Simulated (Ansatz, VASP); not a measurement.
## One calculation of Re, two programs

```xyz
2
Lattice="2.5502 0.0000 0.0000 -1.2751 2.2086 0.0000 0.0000 0.0000 4.0778" Properties=species:S:1:pos:R:3 pbc="T T T"
Re    0.0000    1.4724    1.0194
Re    1.2751    0.7362    3.0583
```

Change from the starting cell: volume scaled by 0.9405.

Alike in both runs: task single point; functional PBE; k mesh 14 × 14 × 8; occupations fermi-dirac, width 0.05 eV; no spin polarisation.

|  | VASP | Ansatz |
| --- | --- | --- |
| version | VASP 6.6.1 | Ansatz 0.2.0 |
| potentials or method | VASP PAW PBE potentials, release 64 (Re), cutoff 520 eV | all-electron LAPW, scalar-relativistic |

VASP gave:

| Property | Result |
| --- | --- |
| pressure (GPa) | 173.7 |
| traceless stress, the component that is largest in VASP (GPa) | 6.22 |

Which values does Ansatz return?

Pressure (GPa): 168.8; traceless stress, the component that is largest in VASP (GPa): 6.22.

Both programs put the cell under a high pressure, so it lies far from rest at this level. Ansatz ran all-electron here, and VASP with PAW potentials.

Neither program's run includes spin-orbit coupling. Noted on VASP's run: the cell as given lies far from equilibrium.
